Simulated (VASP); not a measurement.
# Cl (P6_3/mmc) in VASP: notebook

The runs below take Cl through relaxation of shape and atoms at fixed volume, relaxation of cell and atoms, with LDA.

Program: VASP 6.6.1. These are calculated values, not measurements. Logs are shortened: lines on timing, memory, paths and dates and some standing lists are left out, and cuts for length are marked.

**1. The cell of the first run**

The structure is hexagonal, space group P6_3/mmc (No. 194). Conventional cell: a = 3.208 Å, b = 3.208 Å, c = 3.674 Å, α = 90.00°, β = 90.00°, γ = 120.00°. Cl (site symmetry -6m2) has 12 Cl at 2.61 to 3.21 Å within 3.4 Å.

**2. Relaxation of shape and atoms at fixed volume, LDA**

Contents of INCAR:

```
PREC     = Accurate       # precision mode
ENCUT    = 600            # plane-wave cutoff, eV
EDIFF    = 1E-7           # SCF threshold, eV
ISMEAR   = -1             # smearing method
SIGMA    = 0.1            # smearing width, eV
LREAL    = F              # projectors in reciprocal space
LASPH    = T              # aspherical terms in the spheres
NELM     = 80             # most SCF steps
ALGO     = Normal         # electronic algorithm
ISIF     = 4              # what is computed and relaxed
LWAVE    = F              # write WAVECAR
LCHARG   = F              # write CHGCAR
IBRION   = 2              # ionic algorithm
NSW      = 50             # ionic steps
EDIFFG   = -0.005         # ionic threshold
```

Contents of KPOINTS:

```
Automatic mesh
0
Gamma
  15 15 8
```

Contents of POSCAR:

```
Cl
1.0
    3.2076159293      0.0000000000      0.0000000000
   -1.6038079646      2.7778768804      0.0000000000
    0.0000000000      0.0000000000      3.6739525694
Cl
2
Direct
    0.3333333333      0.6666666667      0.2500000000
    0.6666666667      0.3333333333      0.7500000000
```

Potentials or basis: VASP PAW LDA potentials, release 64 (Cl).

Command:

```sh
> cat potpaw_LDA.64/Cl/POTCAR > POTCAR
> mpirun -np 1 vasp_std > vasp.out
```

OUTCAR:

```text
PREC = Accurate
   ENCUT = 600
   EDIFF = 1E-7
   ISMEAR = -1
   LREAL = F
   LASPH = T
   NELM = 80
   ISIF = 4
   IBRION = 2
   NSW = 50
   EDIFFG = -0.005

 ion  position               nearest neighbor table
   1  0.333  0.667  0.250-   2 2.61   2 2.61   2 2.61   2 2.61   2 2.61   2 2.61
   2  0.667  0.333  0.750-   1 2.61   1 2.61   1 2.61   1 2.61   1 2.61   1 2.61

  LATTYP: Found a hexagonal cell.
 ALAT       =     3.2076159293
 C/A-ratio  =     1.1453841889

  Lattice vectors:

 A1 = (   3.2076159293,   0.0000000000,   0.0000000000)
 A2 = (  -1.6038079646,   2.7778768804,   0.0000000000)
 A3 = (   0.0000000000,   0.0000000000,   3.6739525694)

Analysis of symmetry for initial positions (statically):
=====================================================================
 Subroutine PRICEL returns:
 Original cell was already a primitive cell.

 Routine SETGRP: Setting up the symmetry group for a
 hexagonal supercell.

 Subroutine GETGRP returns: Found 24 space group operations
 (whereof 12 operations were pure point group operations)
 out of a pool of 24 trial point group operations.

The static configuration has the point symmetry D_3d.
 The point group associated with its full space group is D_6h.

Analysis of symmetry for dynamics (positions and initial velocities):
=====================================================================
 Subroutine PRICEL returns:
 Original cell was already a primitive cell.

 Routine SETGRP: Setting up the symmetry group for a
 hexagonal supercell.

 Subroutine GETGRP returns: Found 24 space group operations
 (whereof 12 operations were pure point group operations)
 out of a pool of 24 trial point group operations.

The dynamic configuration has the point symmetry D_3d.
 The point group associated with its full space group is D_6h.

 Subroutine INISYM returns: Found 24 space group operations
 (whereof 12 operations are pure point group operations),
 and found     1 'primitive' translations

----------------------------------------------------------------------------------------

                                     Primitive cell

  volume of cell :      32.7362

  direct lattice vectors                    reciprocal lattice vectors
     3.207615929  0.000000000  0.000000000     0.311758023  0.179993578  0.000000000
    -1.603807965  2.777876880  0.000000000     0.000000000  0.359987157  0.000000000
     0.000000000  0.000000000  3.673952569     0.000000000  0.000000000  0.272186421

  length of vectors
     3.207615929  3.207615929  3.673952569     0.359987157  0.359987157  0.272186421

  position of ions in fractional coordinates (direct lattice)
     0.333333333  0.666666667  0.250000000
     0.666666667  0.333333333  0.750000000

  ion indices of the primitive-cell ions
   primitive index   ion index
                 1           1
                 2           2

----------------------------------------------------------------------------------------

 KPOINTS: Automatic mesh

Automatic generation of k-mesh.
 Grid dimensions read from file:
 generate k-points for:   15   15    8

 Generating k-lattice:

  Cartesian coordinates                     Fractional coordinates (reciprocal lattice)
     0.020783868  0.011999572  0.000000000     0.066666667  0.000000000  0.000000000
     0.000000000  0.023999144  0.000000000     0.000000000  0.066666667  0.000000000
     0.000000000  0.000000000  0.034023303     0.000000000  0.000000000  0.125000000

  Length of vectors
     0.023999144  0.023999144  0.034023303

  Shift w.r.t. Gamma in fractional coordinates (k-lattice)
     0.000000000  0.000000000  0.000000000

 Subroutine IBZKPT returns following result:
 ===========================================

 Found    135 irreducible k-points:

 Following reciprocal coordinates:
            Coordinates               Weight
  0.000000  0.000000  0.000000      1.000000
  0.066667  0.000000  0.000000      6.000000
  0.133333  0.000000  0.000000      6.000000
  0.200000  0.000000  0.000000      6.000000
  0.266667  0.000000  0.000000      6.000000
  0.333333  0.000000  0.000000      6.000000
[... 16 lines left out ...]
  0.333333  0.200000  0.000000     12.000000
  0.400000  0.200000  0.000000      6.000000
 [... further k-points ...]
   k-points           NKPTS =    135   k-points in BZ     NKDIM =    135   number of bands    NBANDS=     11
   number of dos      NEDOS =    301   number of ions     NIONS =      2
   total plane-waves  NPLWV =  23520
   dimension x,y,z NGX =    28 NGY =   28 NGZ =   30
   dimension x,y,z NGXF=    56 NGYF=   56 NGZF=   60
   ions per type =               2
   NGX,Y,Z   is equivalent  to a cutoff of  14.51, 14.51, 13.57 a.u.
   NGXF,Y,Z  is equivalent  to a cutoff of  29.02, 29.02, 27.15 a.u.
 SYSTEM =  unknown system
   PREC   = accura    normal or accurate (medium, high low for compatibility)
   ISTART =      0    job   : 0-new  1-cont  2-samecut
   ICHARG =      2    charge: 1-file 2-atom 10-const
   ISPIN  =      1    spin polarized calculation?
   LNONCOLLINEAR =      F non collinear calculations
   LSORBIT =      F    spin-orbit coupling
   LASPH  =      T    aspherical Exc in radial PAW
   ENCUT  =  600.0 eV  44.10 Ry    6.64 a.u.   6.41  6.41  7.34*2*pi/ulx,y,z
   NELM   =     80;   NELMIN=  2; NELMDL= -5     # of ELM steps
   EDIFF  = 0.1E-06   stopping-criterion for ELM
   LREAL  =      F    real-space projection
   EDIFFG = -.5E-02   stopping-criterion for IOM
   NSW    =     50    number of steps for IOM
   IBRION =      2    ionic relax: 0-MD 1-quasi-New 2-CG
   NFREE  =      1    steps in history (QN), initial steepest desc. (CG)
   ISIF   =      4    stress and relaxation
   ISYM   =      2    0-nonsym 1-usesym 2-fastsym
   POTIM  = 0.5000    time-step for ionic-motion
   TEBEG  =    0.0;   TEEND  =   0.0 temperature during run
   PSTRESS=    0.0 pullay stress
   NELECT =      14.0000    total number of electrons
   NUPDOWN=      -1.0000    fix difference up-down
   EMIN   =  10.00;   EMAX   =-10.00  energy-range for DOS
   EFERMI =   0.00;   METHOD = LEGACY
   ISMEAR =    -1;   SIGMA  =   0.10  broadening in eV -4-tet -1-fermi 0-gaus
   EFERMI_NEDOS =   21; number of points for ismear=-14 and -15
   IALGO  =     38    algorithm
   IMIX   =      4    mixing-type and parameters
     AMIX     =   0.40;   BMIX     =  1.00
     AMIX_MAG =   1.60;   BMIX_MAG =  1.00
  volume/ion in A,a.u.               =      16.37       110.46
  Fermi-wavevector in a.u.,A,eV,Ry     =   1.233411  2.330809 20.698585  1.521303
  Thomas-Fermi vector in A             =   2.368143
   LORBIT       =      0    0 simple, 1 ext, 2 COOP (PROOUT), +10 PAW based schemes
   GGA     = CA    functional components
   LHFCALC =     F    Hartree Fock is set to
   AEXX    =    0.0000 exact exchange contribution
   IVDW    =     0    specifies the selected vdW correction
   LEPSILON=     F    determine dielectric tensor
   LRPA    =     F    only Hartree local field effects (RPA)
 conjugate gradient relaxation of ions
 non-spin polarized calculation
  energy-cutoff  :      600.00
  volume of cell :       32.74
 maximum number of plane-waves:      1109
 NGX is ok and might be reduce to    28
   NGX = 13   NGY = 13   NGZ = 15

--------------------------------------- Ionic step        1  -------------------------------------------

 number of electron      13.9999997 magnetization

 Free energy of the ion-electron system (eV)
  ---------------------------------------------------
  ext. energy  EPLUGINS =         0.00000000
  ---------------------------------------------------
  free energy    TOTEN  =        -3.20552256 eV

  energy without entropy =       -3.14696814  energy(sigma->0) =       -3.17624535

------------------------ aborting loop because EDIFF is reached ----------------------------------------

  FORCE on cell =-STRESS in cart. coord.  units (eV):
  Direction    XX          YY          ZZ          XY          YZ          ZX
  --------------------------------------------------------------------------------------
  -------------------------------------------------------------------------------------
  Total        2.3561062      2.3561062      4.0326133      0.0000000     -0.0000000      0.0000000
  in kB      115.3125421    115.3125421    197.3641450      0.0000000     -0.0000000      0.0000000
  external PRESSURE =     142.6630764 kB  Pullay stress =       0.0000000 kB
[... 57 lines left out ...]
  energy  without entropy=       -3.1795860644  energy(sigma->0) =       -3.20970332

--------------------------------------- Ionic step        3  -------------------------------------------

 number of electron      14.0000003 magnetization

 Free energy of the ion-electron system (eV)
  ---------------------------------------------------
  ext. energy  EPLUGINS =         0.00000000
  ---------------------------------------------------
  free energy    TOTEN  =        -3.25206360 eV

  energy without entropy =       -3.18895044  energy(sigma->0) =       -3.22050702

 E-fermi :   5.4553     XC(G=0): -11.1666

 val. band max:        5.4416100584   @ k =   0.2000   0.2000   0.1250
 cond. band min:       5.4582007853   @ k =   0.2667   0.0667   0.1250
 fundamental gap:      0.0165907270
 Fermi energy:         5.4553383469

 k-point     1 :       0.0000    0.0000    0.0000
  band No.  band energies     occupation
      1     -12.5436      2.00000
      2      -7.5868      2.00000
      3      -1.2439      2.00000
      4       3.4033      2.00000
      5       3.4033      2.00000
      6       5.5621      0.51182
      7       5.5621      0.51182
      8       7.2416      0.00000
      9      12.0064      0.00000
     10      15.4506      0.00000
     11      17.4539      0.00000
[... 309 lines left out ...]
 k-point    24 :       0.4000    0.2000    0.0000
  band No.  band energies     occupation
      1      -9.9236      2.00000
      2      -8.8903      2.00000
      3      -0.5215      2.00000
      4       1.6658      2.00000
      5       1.7452      2.00000
      6       2.5417      2.00000
      7       3.1392      2.00000
      8       4.9340      1.98917
      9      13.4843      0.00000
     10      13.6526      0.00000
     11      17.8917      0.00000

 [... further k-points ...]

------------------------ aborting loop because EDIFF is reached ----------------------------------------

  FORCE on cell =-STRESS in cart. coord.  units (eV):
  Direction    XX          YY          ZZ          XY          YZ          ZX
  --------------------------------------------------------------------------------------
  -------------------------------------------------------------------------------------
  Total        2.3407917      2.3407917      2.3283025      0.0000000      0.0000000      0.0000000
  in kB      114.5630170    114.5630170    113.9517715      0.0000000      0.0000000      0.0000000
  external PRESSURE =     114.3592685 kB  Pullay stress =       0.0000000 kB
[... 17 lines left out ...]
  FREE ENERGIE OF THE ION-ELECTRON SYSTEM (eV)
  ---------------------------------------------------
  free  energy   TOTEN  =        -3.2520636035 eV

  energy  without entropy=       -3.1889504432  energy(sigma->0) =       -3.22050702

 reached required accuracy - stopping structural energy minimisation
```

It took 49 s on 1 thread of Intel Xeon 6975P-C (Granite Rapids), shared host; peak memory 0.16 GiB.

Results:

```yaml
Free_energy: -3.2521 eV
Energy_gained_by_relaxing: 23.3 meV/atom
Ionic_steps: 3
Pressure_after_relaxing: 11.4 GPa
Band_gap_on_the_k_mesh: zero (bands 7 and 8 overlap by 2.54 eV)
```

Step by step:
| step | energy change (eV) | largest force (eV/Å) | pressure (GPa) | volume (Å³) |
| --- | --- | --- | --- | --- |
| 1 | 0.0000 | 0.0000 | 14.27 | 32.74 |
| 2 | -0.0343 | 0.0000 | 12.81 | 32.74 |
| 3 | -0.0465 | 0.0000 | 11.44 | 32.74 |

Final structure:
```xyz
2
Lattice="3.1200 0.0000 0.0000 -1.5600 2.7020 0.0000 0.0000 0.0000 3.8833" Properties=species:S:1:pos:R:3 pbc="T T T"
Cl    0.0000    1.8013    0.9708
Cl    1.5600    0.9007    2.9124
```

[end of part 1 of 2]
